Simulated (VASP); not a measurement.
Input of a VASP 6.6.1 run:

INCAR

```
SYSTEM = MgO
PREC = Accurate ; ENCUT = 520
EDIFF = 1E-6 ; ISMEAR = 0
SIGMA = 0.019000000000000003 ; LREAL = .False.
LASPH = .True. ; NELM = 100
ALGO = Normal ; ISIF = 2
LWAVE = .False. ; LCHARG = .False.
GGA = PE ; NBANDS = 11
```

The input KPOINTS:

```
Automatic mesh
0
Gamma
  11 11 11
  0 0 0
```

Contents of POSCAR:

```
MgO
1.0
    0.0000000000      2.0970013927      2.0970013927
    2.0970013927      0.0000000000      2.0970013927
    2.0970013927      2.0970013927      0.0000000000
Mg O
1 1
Direct
    0.0000000000      0.0000000000      0.0000000000
    0.5000000000      0.5000000000      0.5000000000
```

Potentials or basis: VASP PAW PBE potentials, release 64 (Mg, O).

Command:

```bash
$ cat potpaw_PBE.64/Mg/POTCAR potpaw_PBE.64/O/POTCAR > POTCAR
$ mpirun -np 1 vasp_std > vasp.out
```

What does it give for the pressure?

6.2 GPa.

Predict the band gap on the k mesh.

4.85 eV, direct.

As with any semilocal functional, this PBE gap is likely too small.
